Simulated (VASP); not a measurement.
# BaBi2O3 (P6/mmm) in VASP: further runs

Runs on BaBi2O3. Level: PBE. Tasks: single point, relaxation of cell and atoms.

All numbers are computed with VASP 6.6.1; they aren't measurements. Logs are shortened: lines on timing, memory, paths and dates and some standing lists are left out, and cuts for length are marked.

## Step 1: The cell of the first run

The structure is hexagonal, space group P6/mmm (No. 191). Conventional cell: a = 6.159 Å, b = 6.159 Å, c = 3.551 Å, α = 90.00°, β = 90.00°, γ = 120.00°. Ba (site symmetry 6/mmm) has 2 Ba at 3.55 Å and 12 O at 3.55 Å and 6 Bi at 3.56 Å within 4.7 Å. Bi (site symmetry -6m2) has 6 O at 2.51 Å within 3.3 Å. O (site symmetry mmm) has 4 Bi at 2.51 Å and 4 O at 3.08 Å within 3.3 Å.

## Step 2: Single point, PBE

Contents of INCAR:

```
SYSTEM = BaBi2O3
PREC = Accurate
ENCUT = 520
EDIFF = 1E-6
ISMEAR = 0
SIGMA = 0.1
LREAL = .False.
LASPH = .True.
NELM = 100
ALGO = Normal
ISIF = 2
LWAVE = .False.
LCHARG = .True.
GGA = PE
LELF = .True.
LVHAR = .True.
NBANDS = 38
```

Contents of KPOINTS:

```
regular mesh
0
Gamma
  6 6 10
  0 0 0
```

Contents of POSCAR:

```
BaBi2O3
1.0
    6.1592741372      0.0000000000      0.0000000000
   -3.0796370686      5.3340878717      0.0000000000
    0.0000000000      0.0000000000      3.5508490344
Ba Bi O
1 2 3
Direct
    0.0000000000      0.0000000000      0.5000000000
    0.3333333333      0.6666666667      0.5000000000
    0.6666666667      0.3333333333      0.5000000000
    0.5000000000      0.5000000000      0.0000000000
    0.0000000000      0.5000000000      0.0000000000
    0.5000000000      0.0000000000      0.0000000000
```

Potentials or basis: VASP PAW PBE potentials, release 64 (Ba_sv, Bi_d, O).

The run is started by

```
$ cat potpaw_PBE.64/Ba_sv/POTCAR potpaw_PBE.64/Bi_d/POTCAR potpaw_PBE.64/O/POTCAR > POTCAR
$ mpirun -np 1 vasp_std > vasp.out
```

OUTCAR:

```text
SYSTEM = BaBi2O3
   PREC = Accurate
   ENCUT = 520
   EDIFF = 1E-6
   ISMEAR = 0
   LREAL = .False.
   LASPH = .True.
   NELM = 100
   ISIF = 2
   GGA = PE

 ion  position               nearest neighbor table
   1  0.000  0.000  0.500-   2 3.56   3 3.56   3 3.56   2 3.56   3 3.56   2 3.56
   2  0.333  0.667  0.500-   5 2.51   5 2.51   6 2.51   6 2.51   4 2.51   4 2.51   1 3.56   3 3.56
                             3 3.56   1 3.56   1 3.56   3 3.56
   3  0.667  0.333  0.500-   5 2.51   5 2.51   6 2.51   6 2.51   4 2.51   4 2.51   2 3.56   1 3.56
                             2 3.56   1 3.56   1 3.56   2 3.56
   4  0.500  0.500  0.000-   2 2.51   3 2.51   2 2.51   3 2.51
   5  0.000  0.500  0.000-   2 2.51   3 2.51   2 2.51   3 2.51
   6  0.500  0.000  0.000-   2 2.51   3 2.51   2 2.51   3 2.51

  LATTYP: Found a hexagonal cell.
 ALAT       =     6.1592741372
 C/A-ratio  =     0.5765044639

  Lattice vectors:

 A1 = (   6.1592741372,   0.0000000000,   0.0000000000)
 A2 = (  -3.0796370686,   5.3340878717,   0.0000000000)
 A3 = (   0.0000000000,   0.0000000000,   3.5508490344)

Analysis of symmetry for initial positions (statically):
=====================================================================
 Subroutine PRICEL returns:
 Original cell was already a primitive cell.

 Routine SETGRP: Setting up the symmetry group for a
 hexagonal supercell.

 Subroutine GETGRP returns: Found 24 space group operations
 (whereof 24 operations were pure point group operations)
 out of a pool of 24 trial point group operations.

The static configuration has the point symmetry D_6h.

Analysis of symmetry for dynamics (positions and initial velocities):
=====================================================================
 Subroutine PRICEL returns:
 Original cell was already a primitive cell.

 Routine SETGRP: Setting up the symmetry group for a
 hexagonal supercell.

 Subroutine GETGRP returns: Found 24 space group operations
 (whereof 24 operations were pure point group operations)
 out of a pool of 24 trial point group operations.

The dynamic configuration has the point symmetry D_6h.

 Subroutine INISYM returns: Found 24 space group operations
 (whereof 24 operations are pure point group operations),
 and found     1 'primitive' translations

----------------------------------------------------------------------------------------

                                     Primitive cell

  volume of cell :     116.6600

  direct lattice vectors                    reciprocal lattice vectors
     6.159274137  0.000000000  0.000000000     0.162356794  0.093736739  0.000000000
    -3.079637069  5.334087872  0.000000000     0.000000000  0.187473477  0.000000000
     0.000000000  0.000000000  3.550849034     0.000000000  0.000000000  0.281622787

  length of vectors
     6.159274137  6.159274137  3.550849034     0.187473477  0.187473477  0.281622787

  position of ions in fractional coordinates (direct lattice)
     0.000000000  0.000000000  0.500000000
     0.333333333  0.666666667  0.500000000
     0.666666667  0.333333333  0.500000000
     0.500000000  0.500000000  0.000000000
     0.000000000  0.500000000  0.000000000
     0.500000000  0.000000000  0.000000000

  ion indices of the primitive-cell ions
   primitive index   ion index
                 1           1
                 2           2
                 3           3
                 4           4
                 5           5
                 6           6

----------------------------------------------------------------------------------------

 KPOINTS: regular mesh

Automatic generation of k-mesh.
 Grid dimensions read from file:
 generate k-points for:    6    6   10

 Generating k-lattice:

  Cartesian coordinates                     Fractional coordinates (reciprocal lattice)
     0.027059466  0.015622790  0.000000000     0.166666667  0.000000000  0.000000000
     0.000000000  0.031245580  0.000000000     0.000000000  0.166666667  0.000000000
     0.000000000  0.000000000  0.028162279     0.000000000  0.000000000  0.100000000

  Length of vectors
     0.031245580  0.031245580  0.028162279

  Shift w.r.t. Gamma in fractional coordinates (k-lattice)
     0.000000000  0.000000000  0.000000000

 Subroutine IBZKPT returns following result:
 ===========================================

 Found     42 irreducible k-points:

 Following reciprocal coordinates:
            Coordinates               Weight
  0.000000  0.000000  0.000000      1.000000
  0.166667  0.000000  0.000000      6.000000
  0.333333  0.000000  0.000000      6.000000
  0.500000  0.000000  0.000000      3.000000
  0.166667  0.166667  0.000000      6.000000
  0.333333  0.166667  0.000000     12.000000
[... 16 lines left out ...]
  0.166667  0.000000  0.300000     12.000000
  0.333333  0.000000  0.300000     12.000000
 [... further k-points ...]
   k-points           NKPTS =     42   k-points in BZ     NKDIM =     42   number of bands    NBANDS=     38
   number of dos      NEDOS =    301   number of ions     NIONS =      6
   total plane-waves  NPLWV =  64512
   dimension x,y,z NGX =    48 NGY =   48 NGZ =   28
   dimension x,y,z NGXF=    96 NGYF=   96 NGZF=   56
   ions per type =               1   2   3
   NGX,Y,Z   is equivalent  to a cutoff of  12.96, 12.96, 13.11 a.u.
   NGXF,Y,Z  is equivalent  to a cutoff of  25.91, 25.91, 26.22 a.u.
 SYSTEM =  BaBi2O3
   PREC   = accura    normal or accurate (medium, high low for compatibility)
   ISTART =      0    job   : 0-new  1-cont  2-samecut
   ICHARG =      2    charge: 1-file 2-atom 10-const
   ISPIN  =      1    spin polarized calculation?
   LNONCOLLINEAR =      F non collinear calculations
   LSORBIT =      F    spin-orbit coupling
   LASPH  =      T    aspherical Exc in radial PAW
   ENCUT  =  520.0 eV  38.22 Ry    6.18 a.u.  11.45 11.45  6.60*2*pi/ulx,y,z
   NELM   =    100;   NELMIN=  2; NELMDL= -5     # of ELM steps
   EDIFF  = 0.1E-05   stopping-criterion for ELM
   LREAL  =      F    real-space projection
[... 7 lines left out ...]
   TEBEG  =    0.0;   TEEND  =   0.0 temperature during run
   PSTRESS=    0.0 pullay stress
   NELECT =      58.0000    total number of electrons
   NUPDOWN=      -1.0000    fix difference up-down
   EMIN   =  10.00;   EMAX   =-10.00  energy-range for DOS
   EFERMI =   0.00;   METHOD = LEGACY
   ISMEAR =     0;   SIGMA  =   0.10  broadening in eV -4-tet -1-fermi 0-gaus
   EFERMI_NEDOS =   21; number of points for ismear=-14 and -15
   IALGO  =     38    algorithm
   IMIX   =      4    mixing-type and parameters
     AMIX     =   0.40;   BMIX     =  1.00
     AMIX_MAG =   1.60;   BMIX_MAG =  1.00
  volume/ion in A,a.u.               =      19.44       131.21
  Fermi-wavevector in a.u.,A,eV,Ry     =   1.296911  2.450807 22.884704  1.681978
  Thomas-Fermi vector in A             =   2.428337
   LORBIT       =      0    0 simple, 1 ext, 2 COOP (PROOUT), +10 PAW based schemes
   GGA     = PE    functional components
   LHFCALC =     F    Hartree Fock is set to
   AEXX    =    0.0000 exact exchange contribution
   IVDW    =     0    specifies the selected vdW correction
   LEPSILON=     F    determine dielectric tensor
   LRPA    =     F    only Hartree local field effects (RPA)
 non-spin polarized calculation
 Gauss-broadening in eV      SIGMA  =   0.10
  energy-cutoff  :      520.00
  volume of cell :      116.66
 maximum number of plane-waves:      3194
 NGX is ok and might be reduce to    48
   NGX = 23   NGY = 23   NGZ = 13

 number of electron      58.0000012 magnetization

 Free energy of the ion-electron system (eV)
  ---------------------------------------------------
  ext. energy  EPLUGINS =         0.00000000
  ---------------------------------------------------
  free energy    TOTEN  =       -29.45331795 eV

  energy without entropy =      -29.43463417  energy(sigma->0) =      -29.44397606

 E-fermi :   6.8533     XC(G=0): -10.3156

 val. band max:        6.8069337750   @ k =   0.1667   0.1667   0.2000
 cond. band min:       6.8722410815   @ k =   0.3333   0.1667   0.0000
 fundamental gap:      0.0653073065
 Fermi energy:         6.8533373954

 k-point     1 :       0.0000    0.0000    0.0000
  band No.  band energies     occupation
      1     -22.5390      2.00000
      2     -16.8795      2.00000
      3     -16.8397      2.00000
      4     -16.8397      2.00000
      5     -16.8226      2.00000
      6     -16.7767      2.00000
[... 30 lines left out ...]
     37      11.1714      0.00000
     38      11.6569      0.00000

 k-point     2 :       0.1667    0.0000    0.0000
  band No.  band energies     occupation
      1     -22.5387      2.00000
      2     -16.8774      2.00000
      3     -16.8464      2.00000
      4     -16.8436      2.00000
      5     -16.8226      2.00000
      6     -16.7750      2.00000
[... 30 lines left out ...]
     37      11.2209      0.00000
     38      11.9533      0.00000

 k-point     3 :       0.3333    0.0000    0.0000
  band No.  band energies     occupation
      1     -22.5379      2.00000
      2     -16.8713      2.00000
      3     -16.8568      2.00000
      4     -16.8505      2.00000
      5     -16.8233      2.00000
      6     -16.7732      2.00000
[... 30 lines left out ...]
     37      11.2884      0.00000
     38      12.3605      0.00000

 k-point     4 :       0.5000    0.0000    0.0000
  band No.  band energies     occupation
      1     -22.5376      2.00000
      2     -16.8649      2.00000
      3     -16.8612      2.00000
      4     -16.8567      2.00000
      5     -16.8234      2.00000
      6     -16.7732      2.00000
[... 30 lines left out ...]
     37      11.2994      0.00000
     38      12.5960      0.00000
[... 703 lines left out ...]
      4     -16.8066      2.00000
      5     -16.8066      2.00000
      6     -16.7905      2.00000
[... 30 lines left out ...]
     37      10.2922      0.00000
     38      11.9976      0.00000

 k-point    23 :       0.1667    0.0000    0.3000
  band No.  band energies     occupation
      1     -22.4190      2.00000
      2     -16.8555      2.00000
      3     -16.8491      2.00000
      4     -16.8117      2.00000
      5     -16.8098      2.00000
      6     -16.7941      2.00000
[... 30 lines left out ...]
     37      11.0929      0.00000
     38      11.8013      0.00000

 k-point    24 :       0.3333    0.0000    0.3000
  band No.  band energies     occupation
      1     -22.4184      2.00000
      2     -16.8604      2.00000
      3     -16.8412      2.00000
      4     -16.8181      2.00000
      5     -16.8115      2.00000
      6     -16.7947      2.00000
[... 30 lines left out ...]
     37      10.8320      0.00000
     38      11.5722      0.00000

 [... further k-points ...]

------------------------ aborting loop because EDIFF is reached ----------------------------------------

  FORCE on cell =-STRESS in cart. coord.  units (eV):
  Direction    XX          YY          ZZ          XY          YZ          ZX
  --------------------------------------------------------------------------------------
  -------------------------------------------------------------------------------------
  Total        0.2219536      0.2219536      0.0814954      0.0000000      0.0000000      0.0000000
  in kB        3.0482524      3.0482524      1.1192359      0.0000000      0.0000000      0.0000000
  external PRESSURE =       2.4052469 kB  Pullay stress =       0.0000000 kB

 VOLUME and BASIS-vectors are now :
 -----------------------------------------------------------------------------
  energy-cutoff  :      520.00
  volume of cell :      116.66
      direct lattice vectors                 reciprocal lattice vectors
     6.159274137  0.000000000  0.000000000     0.162356794  0.093736739  0.000000000
    -3.079637069  5.334087872  0.000000000     0.000000000  0.187473477  0.000000000
     0.000000000  0.000000000  3.550849034     0.000000000  0.000000000  0.281622787

 POSITION                                       TOTAL-FORCE (eV/Angst)
 -----------------------------------------------------------------------------------
      0.00000      0.00000      1.77542        -0.000000      0.000000      0.000000
     -0.00000      3.55606      1.77542         0.000000      0.000000      0.000000
      3.07964      1.77803      1.77542        -0.000000     -0.000000     -0.000000
      1.53982      2.66704      0.00000        -0.000000      0.000000      0.000000
     -1.53982      2.66704      0.00000        -0.000000      0.000000      0.000000
      3.07964      0.00000      0.00000        -0.000000      0.000000      0.000000
 -----------------------------------------------------------------------------------
    total drift:                               -0.000000      0.000000      0.000000

  FREE ENERGIE OF THE ION-ELECTRON SYSTEM (eV)
  ---------------------------------------------------
  free  energy   TOTEN  =       -29.4533179508 eV

  energy  without entropy=      -29.4346341691  energy(sigma->0) =      -29.44397606
```

Wall time 2.2 min (1 thread of Intel Xeon 6975P-C (Granite Rapids), shared host); peak memory 0.34 GiB.

Results:

```
Free energy            : -29.4533 eV
Pressure               : 0.2 GPa
Band gap on the k mesh : zero (band 29 reaches 7.69 eV, above the bottom of band 30 at 5.24 eV)
```

Levels at points of the mesh, in eV from the Fermi level:
```csv
k point,band 25,band 26,band 27,band 28,band 29,band 30,band 31,band 32,band 33,band 34
"(0.00, 0.00, 0.00)",-2.82,-2.82,-2.61,-2.09,-2.09,-1.61,-0.36,2.64,2.92,2.92
"(0.50, 0.00, 0.00)",-3.63,-3.37,-2.83,-2.64,-0.58,-0.36,0.66,1.35,1.99,2.49
"(0.00, 0.00, 0.50)",-2.68,-2.68,-2.42,-1.06,0.24,0.65,0.65,1.32,1.32,2.01
"(0.50, 0.00, 0.50)",-3.62,-3.28,-2.73,-2.57,-0.09,0.14,0.59,1.64,1.99,2.33
```

Caveat: spin-orbit coupling is left out, which moves the levels of the heavy elements.

(Part 1 of 2 ends here.)
